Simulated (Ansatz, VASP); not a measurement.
Two plane-wave programs on Co

```
CELL_PARAMETERS angstrom
2.49518 0.00000 0.00000
-1.24759 2.16089 0.00000
0.00000 0.00000 8.08173
ATOMIC_POSITIONS crystal
Co 0.00000 0.00000 0.00000
Co 0.00000 0.00000 0.50000
Co 0.33333 0.66667 0.25000
Co 0.66667 0.33333 0.75000
```

Alike in both runs: task single point; functional PBE; k mesh 19 × 19 × 5; occupations fermi-dirac, width 0.05 eV; collinear spin.

|  | VASP | Ansatz |
| --- | --- | --- |
| version | VASP 6.6.1 | Ansatz 0.2.0 |
| potentials or method | VASP PAW PBE potentials, release 64 (Co), cutoff 520 eV | plane waves (420 eV) with PAW, scalar-relativistic |
| valence electrons in the cell | 36 | 68 |

Ansatz gave:

| Property | Result |
| --- | --- |
| net moment per atom (μB) | 1.64 |
| size of the moment on the site where the two differ most (μB) | 1.72 |

Problem. Estimate VASP's values.

Solution. net moment per atom (μB): 1.63; size of the moment on the site where the two differ most (μB): 1.66.

Site moments also hang on the region over which each program counts them. VASP's potentials hold 36 valence electrons a cell and Ansatz's 68, so a difference there can come from the potentials and not from the codes.
